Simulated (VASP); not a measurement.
# Al2Cu in VASP: further runs, part 2 of 2

VASP 6.6.1. The steps go on from the part before.

### Step 3. Single point, PBE

This run uses another cell than the first one: it holds 12 atoms, not 6.

INCAR

```
SYSTEM = Al2Cu
PREC     = Accurate       ! precision mode
ENCUT    = 520            ! plane-wave cutoff, eV
EDIFF    = 1E-7           ! SCF threshold, eV
ISMEAR   = 0              ! smearing method
SIGMA    = 0.2            ! smearing width, eV
LREAL    = .FALSE.        ! projectors in reciprocal space
LASPH    = .TRUE.         ! aspherical terms in the spheres
NELM     = 100            ! most SCF steps
ALGO     = Fast           ! electronic algorithm
ISIF     = 2              ! what is computed and relaxed
LWAVE    = .FALSE.        ! write WAVECAR
LCHARG   = .FALSE.        ! write CHGCAR
GGA      = PE             ! functional
NBANDS   = 46             ! bands
```

KPOINTS

```
regular mesh
0
G
  8 4 2
  0 0 0
```

POSCAR

```
Al2Cu
1.0
    1.3975845065     -2.4206873731      0.0000000000
   -4.1927535194     -2.4206873731      0.0000000000
    0.0000000000      0.0000000000    -13.0496422700
Al Cu
8 4
Direct
    0.5000000000      0.8333333333      0.5000000000
    1.0000000000      0.3333333333      0.5000000000
    1.0000000000      0.6666666667      1.0000000000
    0.5000000000      0.1666666667      1.0000000000
    1.0000000000      0.6666666667      0.6852364723
    0.5000000000      0.1666666667      0.6852364723
    1.0000000000      0.6666666667      0.3147635277
    0.5000000000      0.1666666667      0.3147635277
    0.5000000000      0.8333333333      0.1554557099
    1.0000000000      0.3333333333      0.1554557099
    0.5000000000      0.8333333333      0.8445442901
    1.0000000000      0.3333333333      0.8445442901
```

Potentials or basis: VASP PAW PBE potentials, release 64 (Al, Cu).

The run is started by

```sh
$ cat potpaw_PBE.64/Al/POTCAR potpaw_PBE.64/Cu/POTCAR > POTCAR
$ mpirun -np 1 vasp_std > vasp.out
```

Wall time 13 min (1 thread of Intel Xeon 8259CL, shared host); peak memory 0.37 GiB.

Results (log left out):

```yaml
Free_energy: -45.4804 eV
Pressure: 0.1 GPa
Largest_force: 0.071 eV/Å
Band_gap_on_the_k_mesh: zero (bands 34 and 35 overlap by 2.37 eV)
```

Forces on the atoms (eV/Å):
```
Al  -0.001 -0.001  0.000
Al  -0.001 -0.001  0.000
Al   0.003  0.002  0.000
Al   0.003  0.002  0.000
Al  -0.008 -0.005  0.070
Al  -0.008 -0.005  0.070
Al  -0.008 -0.005 -0.070
Al  -0.008 -0.005 -0.070
Cu   0.007  0.004 -0.022
Cu   0.007  0.004 -0.022
Cu   0.007  0.004  0.022
Cu   0.007  0.004  0.022
```

Stress tensor (GPa, compression positive):
```
 0.14 -0.07  0.00
-0.07  0.22  0.00
 0.00  0.00 -0.01
```

Levels at points of the mesh, in eV from the Fermi level:
```csv
k point,band 31,band 32,band 33,band 34,band 35,band 36,band 37,band 38
"(0.00, 0.00, 0.00)",-2.58,-2.24,-1.70,-0.93,-0.70,0.00,0.76,2.36
"(0.50, 0.00, 0.00)",-0.06,-0.06,0.03,0.03,0.72,0.72,0.99,0.99
"(0.00, 0.50, 0.00)",-1.30,-1.30,-0.55,-0.55,2.98,2.98,3.79,3.79
"(0.50, 0.50, 0.00)",-2.24,-2.24,-0.93,-0.93,-0.70,-0.70,0.00,0.00
"(0.00, 0.00, 0.50)",-2.35,-1.87,-1.54,-0.93,-0.59,1.14,1.17,1.37
"(0.50, 0.00, 0.50)",-0.40,-0.40,-0.05,-0.05,0.59,0.59,0.62,0.62
"(0.00, 0.50, 0.50)",-2.73,-2.73,1.14,1.14,2.13,2.13,3.03,3.03
"(0.50, 0.50, 0.50)",-1.87,-1.87,-1.54,-1.54,-0.93,-0.93,1.17,1.17
```

### Step 4. Single point, PBE

This run uses another cell than the first one: it holds 12 atoms, not 6.

INCAR

```
  ALGO = Fast
  EDIFF = 1E-7
  ENCUT = 520
  GGA = PE
  ISIF = 2
  ISMEAR = 0
  LASPH = True
  LCHARG = False
  LREAL = False
  LWAVE = False
  NBANDS = 46
  NELM = 100
  PREC = Accurate
  SIGMA = 0.2
```

KPOINTS

```
k-points
0
Gamma
  8 4 2
```

POSCAR

```
Al2Cu
1.0
    1.4145290067     -2.4490716371     -0.0005748755
   -4.2345799455     -2.4438999861      0.0000446138
    0.0057737246     -0.0046218335    -12.7576859513
Al Cu
8 4
Direct
    0.4952183752      0.8356658064      0.4999141823
    0.9957977228      0.3354752163      0.4999205279
    1.0021941719      0.6654491664      1.0000014477
    0.5022776405      0.1653283785      1.0000660970
    0.9986214223      0.6669190141      0.6809227793
    0.4988283985      0.1669808885      0.6810749805
    0.9990238808      0.6676214718      0.3190488135
    0.4989533945      0.1675249065      0.3189289529
    0.5016697677      0.8320869755      0.1580838425
    1.0026770740      0.3324762865      0.1581090485
    0.5028999754      0.8321036003      0.8419349645
    1.0018381763      0.3323682894      0.8419943632
```

The run is started by

```sh
$ cat potpaw_PBE.64/Al/POTCAR potpaw_PBE.64/Cu/POTCAR > POTCAR
$ mpirun -np 1 vasp_std > vasp.out
```

It took 15 min on 1 thread of Intel Xeon 8259CL, shared host; peak memory 0.4 GiB.

The run converged. Its results:

```yaml
Free_energy: -45.5014 eV
Pressure: 0.1 GPa
Largest_force: 0.018 eV/Å
Band_gap_on_the_k_mesh: zero (bands 34 and 35 overlap by 2.71 eV)
```

Forces in eV/Å, atoms in the order of the input:
```
Al   0.010 -0.001 -0.005
Al   0.005  0.001 -0.004
Al   0.002  0.002 -0.001
Al  -0.001  0.001  0.002
Al   0.000 -0.009  0.012
Al   0.000 -0.005  0.017
Al   0.002  0.000 -0.011
Al   0.001 -0.005 -0.015
Cu  -0.005 -0.001 -0.002
Cu  -0.005  0.006  0.000
Cu  -0.007  0.007  0.003
Cu  -0.001  0.003  0.003
```

Stress tensor (GPa, compression positive):
```
 0.25  0.08  0.03
 0.08  0.16 -0.03
 0.03 -0.03  0.02
```

Levels at points of the mesh, in eV from the Fermi level:
| k point | band 32 | band 33 | band 34 | band 35 | band 36 | band 37 |
| --- | --- | --- | --- | --- | --- | --- |
| (0.00, 0.00, 0.00) | -2.24 | -1.26 | -0.85 | -0.71 | 0.13 | 0.67 |
| (0.50, 0.00, 0.00) | -0.30 | -0.23 | -0.22 | 0.61 | 0.61 | 0.89 |
| (0.00, 0.50, 0.00) | -1.13 | -0.14 | -0.14 | 2.70 | 2.70 | 3.74 |
| (0.50, 0.50, 0.00) | -2.25 | -0.87 | -0.87 | -0.74 | -0.73 | 0.12 |
| (0.00, 0.00, 0.50) | -1.92 | -1.57 | -0.85 | -0.03 | 1.18 | 1.48 |
| (0.50, 0.00, 0.50) | -0.37 | -0.29 | -0.28 | 0.46 | 0.46 | 0.56 |
| (0.00, 0.50, 0.50) | -2.57 | 1.56 | 1.56 | 2.47 | 2.47 | 2.76 |
| (0.50, 0.50, 0.50) | -1.93 | -1.58 | -1.58 | -0.87 | -0.87 | 1.16 |

### Step 5. Relaxation of cell and atoms, PBE

This run uses another cell than the first one, of 14.81 Å³/atom.

INCAR

```
SYSTEM = Al2Cu
PREC     = Accurate       ! precision mode
ENCUT    = 600            ! plane-wave cutoff, eV
EDIFF    = 1E-6           ! SCF threshold, eV
ISMEAR   = 0              ! smearing method
SIGMA    = 0.1            ! smearing width, eV
LREAL    = .FALSE.        ! projectors in reciprocal space
LASPH    = .TRUE.         ! aspherical terms in the spheres
NELM     = 60             ! most SCF steps
ALGO     = Fast           ! electronic algorithm
ISIF     = 3              ! what is computed and relaxed
LWAVE    = .FALSE.        ! write WAVECAR
LCHARG   = .FALSE.        ! write CHGCAR
GGA      = PE             ! functional
IBRION   = 2              ! ionic algorithm
NSW      = 100            ! ionic steps
EDIFFG   = -0.01          ! ionic threshold
```

KPOINTS

```
regular mesh
0
G
  18 18 4
  0 0 0
```

POSCAR

```
Al2Cu
1.0
    2.8652368261      0.0000000000      0.0000000000
   -1.4326184131      2.4813678793      0.0000000000
    0.0000000000      0.0000000000     12.4998911572
Al Cu
4 2
Direct
    0.3333333333      0.6666666667      0.5000000000
    0.6666666667      0.3333333333      0.0000000000
    0.6666666667      0.3333333333      0.3185233608
    0.6666666667      0.3333333333      0.6814766392
    0.3333333333      0.6666666667      0.8421033043
    0.3333333333      0.6666666667      0.1578966957
```

The run is started by

```sh
$ cat potpaw_PBE.64/Al/POTCAR potpaw_PBE.64/Cu/POTCAR > POTCAR
$ mpirun -np 1 vasp_std > vasp.out
```

Run time: 50 min. Hardware: 1 thread of Intel Xeon 8259CL, shared host; peak memory 0.42 GiB.

Results (log left out):

| Item | Value |
| --- | --- |
| Free energy | -22.7754 eV |
| Relaxed volume | 14.73 Å³/atom |
| Relaxed cell | a = 2.796 Å, b = 2.796 Å, c = 13.052 Å, α = 90.00°, β = 90.00°, γ = 120.00° |
| Space group after relaxing (to 0.1 Å) | P-6m2 (No. 187) |
| Energy gained by relaxing | 7.5 meV/atom |
| Ionic steps | 16 |
| Pressure after relaxing | -0.1 GPa |
| Largest force after relaxing | 0.006 eV/Å |
| Band gap on the k mesh | zero (bands 17 and 18 overlap by 2.61 eV) |

Forces in eV/Å, atoms in the order of the input:
```
Al   0.000  0.000  0.000
Al   0.000  0.000  0.000
Al   0.000  0.000 -0.006
Al   0.000  0.000  0.006
Cu   0.000  0.000 -0.001
Cu   0.000  0.000  0.001
```

Stress tensor (GPa, compression positive):
```
-0.08  0.00  0.00
 0.00 -0.08  0.00
 0.00  0.00  0.00
```

The path:
| step | energy change (eV) | largest force (eV/Å) | pressure (GPa) | volume (Å³) |
| --- | --- | --- | --- | --- |
| 1 | 0.0000 | 0.0988 | 0.00 | 88.87 |
| 2 | -0.0114 | 0.0874 | -0.30 | 88.87 |
| 3 | -0.0349 | 0.1077 | -0.49 | 88.81 |
| 4 | -0.0388 | 0.1506 | -0.37 | 88.76 |
| 5 | -0.0421 | 0.0869 | 0.32 | 87.92 |
| 6 | -0.0421 | 0.0855 | 0.46 | 87.90 |
| 7 | -0.0440 | 0.0524 | 0.18 | 88.30 |
| 8 | -0.0439 | 0.0628 | 0.00 | 88.42 |
| 9 | -0.0440 | 0.0565 | -0.08 | 88.34 |
| 10 | -0.0440 | 0.0545 | -0.12 | 88.32 |
| 11 | -0.0440 | 0.0538 | 0.01 | 88.31 |
| 12 | -0.0448 | 0.0296 | 0.01 | 88.39 |
| 13 | -0.0450 | 0.0108 | -0.04 | 88.45 |
| 14 | -0.0450 | 0.0120 | -0.14 | 88.45 |
| 15 | -0.0447 | 0.0106 | 0.43 | 88.13 |
| 16 | -0.0450 | 0.0062 | -0.06 | 88.36 |

Final structure:
```cif
data_structure
_symmetry_space_group_name_H-M 'P 1'
_symmetry_Int_Tables_number 1
_cell_length_a 2.7959
_cell_length_b 2.7959
_cell_length_c 13.0522
_cell_angle_alpha 90.000
_cell_angle_beta 90.000
_cell_angle_gamma 120.000
_cell_volume 88.36
loop_
_atom_site_label
_atom_site_type_symbol
_atom_site_fract_x
_atom_site_fract_y
_atom_site_fract_z
_atom_site_occupancy
Al1 Al 0.33333 0.66667 0.50000 1
Al2 Al 0.66667 0.33333 0.00000 1
Al3 Al 0.66667 0.33333 0.31518 1
Al4 Al 0.66667 0.33333 0.68482 1
Cu1 Cu 0.33333 0.66667 0.84425 1
Cu2 Cu 0.33333 0.66667 0.15575 1
```

Levels at points of the mesh, in eV from the Fermi level:
```
           k point  band 15  band 16  band 17  band 18  band 19  band 20
(0.00, 0.00, 0.00)    -3.11    -3.11    -1.70     3.16     3.51     9.40
(0.50, 0.00, 0.00)    -2.57    -2.23    -0.93    -0.71     0.00     0.76
(0.00, 0.00, 0.50)    -3.11    -3.11    -0.59     1.14     6.07     7.15
(0.50, 0.00, 0.50)    -2.35    -1.86    -1.55    -0.94     1.15     1.37
```

### Step 6. The runs side by side

```tsv
task	cell	k mesh	cutoff (eV)	smearing	gap on the mesh (eV)	pressure (GPa)	largest force (eV/Å)
single point	a = 2.795, b = 2.795, c = 13.050 Å, angles 90.0, 90.0, 120.0°, 6 atoms, atomic positions A	18 × 18 × 4	520	gaussian 0.1 eV	none	0.1	0.02
single point	a = 2.795, b = 4.841, c = 13.050 Å, 12 atoms, atomic positions B	8 × 4 × 2	520	gaussian 0.2 eV	none	0.1	0.07
single point	a = 2.828, b = 4.889, c = 12.758 Å, 12 atoms, atomic positions C	8 × 4 × 2	520	gaussian 0.2 eV	none	0.1	0.02
relaxation of cell and atoms	relaxed from a = 2.865, b = 2.865, c = 12.500 Å, angles 90.0, 90.0, 120.0°, 6 atoms, atomic positions D	18 × 18 × 4	600	gaussian 0.1 eV	none	-0.1	0.01
```

Alike in all rows: level PBE; potentials or basis VASP PAW PBE potentials, release 64 (Al, Cu); no spin polarisation.

Total energies depend on the potentials used, so only differences within one code and one set of settings carry meaning.
